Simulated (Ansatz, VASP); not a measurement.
Ru2Rh in VASP and in Ansatz

The input INCAR:

```
SYSTEM = Ru2Rh
PREC = Accurate
ENCUT = 520
EDIFF = 1E-7
ISMEAR = 0
SIGMA = 0.1
LREAL = .FALSE.
LASPH = .TRUE.
NELM = 150
ALGO = Normal
ISIF = 2
LWAVE = .FALSE.
LCHARG = .FALSE.
ISPIN = 2
MAGMOM = 1 1 1 1 1 1
LORBIT = 11
LMAXMIX = 4
GGA = PE
NBANDS = 56
```

KPOINTS

```
regular mesh
0
G
  6 6 2
  0 0 0
```

Contents of POSCAR:

```
Ru2Rh
1.0
    2.7241359000      0.0000000000      0.0000000000
   -1.3620680000      2.3591709000      0.0000000000
    0.0000000000      0.0000000000     12.9442816000
Ru Rh
4 2
Direct
    0.3333333000      0.6666667000      0.5806400000
    0.6666667000      0.3333333000      0.0806400000
    0.3333333000      0.6666667000      0.9193600000
    0.6666667000      0.3333333000      0.4193600000
    0.3333333000      0.6666667000      0.2500000000
    0.6666667000      0.3333333000      0.7500000000
```

Input for Ansatz:

```yaml
crystal:
  lattice:
    - [2.7241359, 0.0, 0.0]
    - [-1.362068, 2.3591709, 0.0]
    - [0.0, 0.0, 12.9442816]
  atoms:
    - { symbol: Ru, position: [0.3333333, 0.6666667, 0.58064], spin: 1.0 }
    - { symbol: Ru, position: [0.6666667, 0.3333333, 0.08064], spin: 1.0 }
    - { symbol: Ru, position: [0.3333333, 0.6666667, 0.91936], spin: 1.0 }
    - { symbol: Ru, position: [0.6666667, 0.3333333, 0.41936], spin: 1.0 }
    - { symbol: Rh, position: [0.3333333, 0.6666667, 0.25], spin: 1.0 }
    - { symbol: Rh, position: [0.6666667, 0.3333333, 0.75], spin: 1.0 }
basis:
  ecutwfc: 420
kpoints:
  mp_grid: { grid: [6, 6, 2] }
hamiltonian:
  xc: pbe
scf:
  occupations: { method: gaussian, width: 0.1 }
  lower_state_search: "off"
output:
  forces: true
  stress: true
  eigenvalues: true
  populations: true
magnetization:
  spin_polarized: true
```

Change from the starting cell: relaxed end of: species swapped into the WS2 type (P6_3/mmc, No. 194).

Alike in both runs: task single point; functional PBE; k mesh 6 × 6 × 2; occupations gaussian, width 0.1 eV; collinear spin.

```csv
,VASP,Ansatz
version,VASP 6.6.1,Ansatz 0.2.0
potentials or method,"VASP PAW PBE potentials, release 64 (Ru_pv, Rh_pv), cutoff 520 eV","scalar-relativistic, plane waves, PAW"
valence electrons in the cell,86,98
```

|  | VASP | Ansatz | Ansatz less VASP |
| --- | --- | --- | --- |
| gap on the k mesh at the Fermi level (eV) | none | none | - |
| pressure (GPa) | 0.8 | 0.9 | +0.03 |
| traceless stress, the component that is largest in VASP (GPa) | -5.17 | -5.18 | -0.007 |
| rms of the force components (eV/Å) | 0.014 | 0.018 | +0.0039 |
| net moment per atom (μB) | 0.00 | 0.00 | 0.000 |

Atom by atom the forces differ by 0.004 eV/Å (rms over components). A gap of «none» marks a metal or a gap that the smearing closes. VASP's potentials hold 86 valence electrons a cell and Ansatz's 98, so a difference there can come from the potentials and not from the codes. Ansatz's warnings: seeded moment not kept.

The k mesh is coarse, so the values compare programs but aren't converged.
